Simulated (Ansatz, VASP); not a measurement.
One calculation of Pd, two programs

```
CELL_PARAMETERS angstrom
0.00000 1.92067 1.92067
1.92067 0.00000 1.92067
1.92067 1.92067 0.00000
ATOMIC_POSITIONS crystal
Pd 0.00000 0.00000 0.00000
```

Change from the starting cell: volume scaled by 1, crystal datasets.

Alike in both runs: task single point; functional LDA; k mesh 17 × 17 × 17; occupations fermi-dirac, width 0.1 eV; no spin polarisation.

|  | VASP | Ansatz |
| --- | --- | --- |
| version | VASP 6.6.1 | Ansatz 0.2.0 |
| potentials or method | VASP PAW LDA potentials, release 64 (Pd), cutoff 520 eV | all-electron PAW with datasets made for the crystal, scalar-relativistic |

|  | VASP | Ansatz | Ansatz less VASP |
| --- | --- | --- | --- |
| pressure (GPa) | 0.3 | 0.0 | -0.30 |

LDA's correlation is that of Perdew and Zunger in VASP and of Perdew and Wang (1992) in Ansatz. Ansatz ran all-electron here, and VASP with PAW potentials.
